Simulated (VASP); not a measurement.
# Mn (Im-3m) in VASP: notebook, part 2 of 2

VASP 6.6.1.

**4. Single point, PBE**

This run uses another cell than the first one, of 11.22 Å³/atom, 1.040 times its volume.

INCAR reads:

```
PREC     = Accurate       # precision mode
ENCUT    = 520            # plane-wave cutoff, eV
EDIFF    = 1E-6           # SCF threshold, eV
ISMEAR   = -1             # smearing method
SIGMA    = 0.06122561905347299 # smearing width, eV
LREAL    = False          # projectors in reciprocal space
LASPH    = True           # aspherical terms in the spheres
NELM     = 80             # most SCF steps
ALGO     = Normal         # electronic algorithm
ISIF     = 2              # what is computed and relaxed
LWAVE    = False          # write WAVECAR
LCHARG   = False          # write CHGCAR
GGA      = PE             # functional
NBANDS   = 12             # bands
```

KPOINTS reads:

```
Automatic mesh
0
Gamma
  19 19 19
```

POSCAR reads:

```
Mn
1.0
   -1.4102196118      1.4102196118      1.4102196118
    1.4102196118     -1.4102196118      1.4102196118
    1.4102196118      1.4102196118     -1.4102196118
Mn
1
Direct
    0.0000000000      0.0000000000      0.0000000000
```

Potentials or basis: VASP PAW PBE potentials, release 64 (Mn_pv).

On the command line:

```
> cat potpaw_PBE.64/Mn_pv/POTCAR > POTCAR
> mpirun -np 1 vasp_std > vasp.out
```

OUTCAR:

```text
PREC = Accurate
   ENCUT = 520
   EDIFF = 1E-6
   ISMEAR = -1
   LREAL = False
   LASPH = True
   NELM = 80
   ISIF = 2
   GGA = PE

 ion  position               nearest neighbor table
   1  0.000  0.000  0.000-

  LATTYP: Found a body centered cubic cell.
 ALAT       =     2.8204392236

  Lattice vectors:

 A1 = (  -1.4102196118,   1.4102196118,   1.4102196118)
 A2 = (   1.4102196118,  -1.4102196118,   1.4102196118)
 A3 = (   1.4102196118,   1.4102196118,  -1.4102196118)

Analysis of symmetry for initial positions (statically):
=====================================================================
 Subroutine PRICEL returns:
 Original cell was already a primitive cell.

 Routine SETGRP: Setting up the symmetry group for a
 body centered cubic supercell.

 Subroutine GETGRP returns: Found 48 space group operations
 (whereof 48 operations were pure point group operations)
 out of a pool of 48 trial point group operations.

The static configuration has the point symmetry O_h .

Analysis of symmetry for dynamics (positions and initial velocities):
=====================================================================
 Subroutine PRICEL returns:
 Original cell was already a primitive cell.

 Routine SETGRP: Setting up the symmetry group for a
 body centered cubic supercell.

 Subroutine GETGRP returns: Found 48 space group operations
 (whereof 48 operations were pure point group operations)
 out of a pool of 48 trial point group operations.

The dynamic configuration has the point symmetry O_h .

 Subroutine INISYM returns: Found 48 space group operations
 (whereof 48 operations are pure point group operations),
 and found     1 'primitive' translations

----------------------------------------------------------------------------------------

                                     Primitive cell

  volume of cell :      11.2181

  direct lattice vectors                    reciprocal lattice vectors
    -1.410219612  1.410219612  1.410219612     0.000000000  0.354554706  0.354554706
     1.410219612 -1.410219612  1.410219612     0.354554706  0.000000000  0.354554706
     1.410219612  1.410219612 -1.410219612     0.354554706  0.354554706  0.000000000

  length of vectors
     2.442572017  2.442572017  2.442572017     0.501416074  0.501416074  0.501416074

  position of ions in fractional coordinates (direct lattice)
     0.000000000  0.000000000  0.000000000

  ion indices of the primitive-cell ions
   primitive index   ion index
                 1           1

----------------------------------------------------------------------------------------

 KPOINTS: Automatic mesh

Automatic generation of k-mesh.
 Grid dimensions read from file:
 generate k-points for:   19   19   19

 Generating k-lattice:

  Cartesian coordinates                     Fractional coordinates (reciprocal lattice)
     0.000000000  0.018660774  0.018660774     0.052631579  0.000000000  0.000000000
     0.018660774  0.000000000  0.018660774     0.000000000  0.052631579  0.000000000
     0.018660774  0.018660774  0.000000000     0.000000000  0.000000000  0.052631579

  Length of vectors
     0.026390320  0.026390320  0.026390320

  Shift w.r.t. Gamma in fractional coordinates (k-lattice)
     0.000000000  0.000000000  0.000000000

 Subroutine IBZKPT returns following result:
 ===========================================

 Found    220 irreducible k-points:

 Following reciprocal coordinates:
            Coordinates               Weight
  0.000000  0.000000  0.000000      1.000000
  0.052632  0.000000  0.000000     12.000000
  0.105263  0.000000  0.000000     12.000000
  0.157895  0.000000  0.000000     12.000000
  0.210526  0.000000  0.000000     12.000000
  0.263158  0.000000  0.000000     12.000000
[... 16 lines left out ...]
  0.263158  0.105263  0.000000     48.000000
  0.315789  0.105263 -0.000000     48.000000
 [... further k-points ...]
   k-points           NKPTS =    220   k-points in BZ     NKDIM =    220   number of bands    NBANDS=     12
   number of dos      NEDOS =    301   number of ions     NIONS =      1
   total plane-waves  NPLWV =   5832
   dimension x,y,z NGX =    18 NGY =   18 NGZ =   18
   dimension x,y,z NGXF=    36 NGYF=   36 NGZF=   36
   ions per type =               1
   NGX,Y,Z   is equivalent  to a cutoff of  12.25, 12.25, 12.25 a.u.
   NGXF,Y,Z  is equivalent  to a cutoff of  24.50, 24.50, 24.50 a.u.
 SYSTEM =  unknown system
   PREC   = accura    normal or accurate (medium, high low for compatibility)
   ISTART =      0    job   : 0-new  1-cont  2-samecut
   ICHARG =      2    charge: 1-file 2-atom 10-const
   ISPIN  =      1    spin polarized calculation?
   LNONCOLLINEAR =      F non collinear calculations
   LSORBIT =      F    spin-orbit coupling
   LASPH  =      T    aspherical Exc in radial PAW
   ENCUT  =  520.0 eV  38.22 Ry    6.18 a.u.   4.54  4.54  4.54*2*pi/ulx,y,z
   NELM   =     80;   NELMIN=  2; NELMDL= -5     # of ELM steps
   EDIFF  = 0.1E-05   stopping-criterion for ELM
   LREAL  =      F    real-space projection
   EDIFFG = 0.1E-04   stopping-criterion for IOM
   NSW    =      0    number of steps for IOM
   IBRION =     -1    ionic relax: 0-MD 1-quasi-New 2-CG
   NFREE  =      0    steps in history (QN), initial steepest desc. (CG)
   ISIF   =      2    stress and relaxation
   ISYM   =      2    0-nonsym 1-usesym 2-fastsym
   POTIM  = 0.5000    time-step for ionic-motion
   TEBEG  =    0.0;   TEEND  =   0.0 temperature during run
   PSTRESS=    0.0 pullay stress
   NELECT =      13.0000    total number of electrons
   NUPDOWN=      -1.0000    fix difference up-down
   EMIN   =  10.00;   EMAX   =-10.00  energy-range for DOS
   EFERMI =   0.00;   METHOD = LEGACY
   ISMEAR =    -1;   SIGMA  =   0.06  broadening in eV -4-tet -1-fermi 0-gaus
   EFERMI_NEDOS =   21; number of points for ismear=-14 and -15
   IALGO  =     38    algorithm
   IMIX   =      4    mixing-type and parameters
     AMIX     =   0.40;   BMIX     =  1.00
     AMIX_MAG =   1.60;   BMIX_MAG =  1.00
  volume/ion in A,a.u.               =      11.22        75.70
  Fermi-wavevector in a.u.,A,eV,Ry     =   1.719554  3.249486 40.230613  2.956867
  Thomas-Fermi vector in A             =   2.796159
   LORBIT       =      0    0 simple, 1 ext, 2 COOP (PROOUT), +10 PAW based schemes
   GGA     = PE    functional components
   LHFCALC =     F    Hartree Fock is set to
   AEXX    =    0.0000 exact exchange contribution
   IVDW    =     0    specifies the selected vdW correction
   LEPSILON=     F    determine dielectric tensor
   LRPA    =     F    only Hartree local field effects (RPA)
 non-spin polarized calculation
  energy-cutoff  :      520.00
  volume of cell :       11.22
 maximum number of plane-waves:       321
   NGX =  9   NGY =  9   NGZ =  9

 number of electron      13.0000021 magnetization

 Free energy of the ion-electron system (eV)
  ---------------------------------------------------
  ext. energy  EPLUGINS =         0.00000000
  ---------------------------------------------------
  free energy    TOTEN  =        -8.83605783 eV

  energy without entropy =       -8.80683721  energy(sigma->0) =       -8.82144752

 E-fermi :  10.2170     XC(G=0): -13.7669

 val. band max:       10.2145090372   @ k =   0.4737   0.0526   0.0000
 cond. band min:      10.2177004111   @ k =  -0.4737   0.4737   0.1053
 fundamental gap:      0.0031913739
 Fermi energy:        10.2169588861

 k-point     1 :       0.0000    0.0000    0.0000
  band No.  band energies     occupation
      1     -37.7970      2.00000
      2     -37.7970      2.00000
      3     -37.7970      2.00000
      4       1.7853      2.00000
      5       8.7134      2.00000
      6       8.7134      2.00000
      7       8.7134      2.00000
      8      10.5411      0.01000
      9      10.5411      0.01000
     10      33.6024      0.00000
     11      33.6024      0.00000
     12      33.6024      0.00000
[... 331 lines left out ...]
 k-point    24 :       0.3158    0.1053   -0.0000
  band No.  band energies     occupation
      1     -38.3466      2.00000
      2     -37.9913      2.00000
      3     -37.8244      2.00000
      4       5.6295      2.00000
      5       7.5715      2.00000
      6       8.6747      2.00000
      7      10.3636      0.16708
      8      10.8871      0.00004
      9      11.9885      0.00000
     10      22.0638      0.00000
     11      27.4513      0.00000
     12      31.1869      0.00000

 [... further k-points ...]

------------------------ aborting loop because EDIFF is reached ----------------------------------------

  FORCE on cell =-STRESS in cart. coord.  units (eV):
  Direction    XX          YY          ZZ          XY          YZ          ZX
  --------------------------------------------------------------------------------------
  -------------------------------------------------------------------------------------
  Total       -0.7098903     -0.7098903     -0.7098903     -0.0000000     -0.0000000      0.0000000
  in kB     -101.3868404   -101.3868404   -101.3868404     -0.0000000     -0.0000000      0.0000000
  external PRESSURE =    -101.3868404 kB  Pullay stress =       0.0000000 kB

 VOLUME and BASIS-vectors are now :
 -----------------------------------------------------------------------------
  energy-cutoff  :      520.00
  volume of cell :       11.22
      direct lattice vectors                 reciprocal lattice vectors
    -1.410219612  1.410219612  1.410219612     0.000000000  0.354554706  0.354554706
     1.410219612 -1.410219612  1.410219612     0.354554706  0.000000000  0.354554706
     1.410219612  1.410219612 -1.410219612     0.354554706  0.354554706  0.000000000

 POSITION                                       TOTAL-FORCE (eV/Angst)
 -----------------------------------------------------------------------------------
      0.00000      0.00000      0.00000         0.000000      0.000000     -0.000000
 -----------------------------------------------------------------------------------
    total drift:                                0.000000      0.000000     -0.000000

  FREE ENERGIE OF THE ION-ELECTRON SYSTEM (eV)
  ---------------------------------------------------
  free  energy   TOTEN  =        -8.8360578280 eV

  energy  without entropy=       -8.8068372138  energy(sigma->0) =       -8.82144752
```

Run time: 16 s. Hardware: 1 thread of Intel Xeon 6975P-C, shared host; peak memory 0.14 GiB.

Results:

| Quantity | Value |
| --- | --- |
| Free energy | -8.8361 eV |
| Pressure | -10.1 GPa |

Caveat: the run has no spin polarisation, though such a crystal can be magnetic. Spin polarisation is off, so any magnetic state and its effect on volume and gap are missing.

**5. Summary**

```tsv
cell	gap on the mesh (eV)	pressure (GPa)
a = 2.411 Å, angles 109.5°, 1 atom	none	-0.2
a = 2.427 Å, angles 109.5°, 1 atom	none	-5.4
a = 2.443 Å, angles 109.5°, 1 atom	none	-10.1
```

Alike in all rows: task single point; level PBE; potentials or basis VASP PAW PBE potentials, release 64 (Mn_pv); no spin polarisation; k mesh 19 × 19 × 19; cutoff (eV) 520; smearing fermi-dirac 0.0612256 eV.

Caveats: the run has no spin polarisation, though such a crystal can be magnetic.

Total energies depend on the potentials used, so only differences within one code and one set of settings carry meaning.
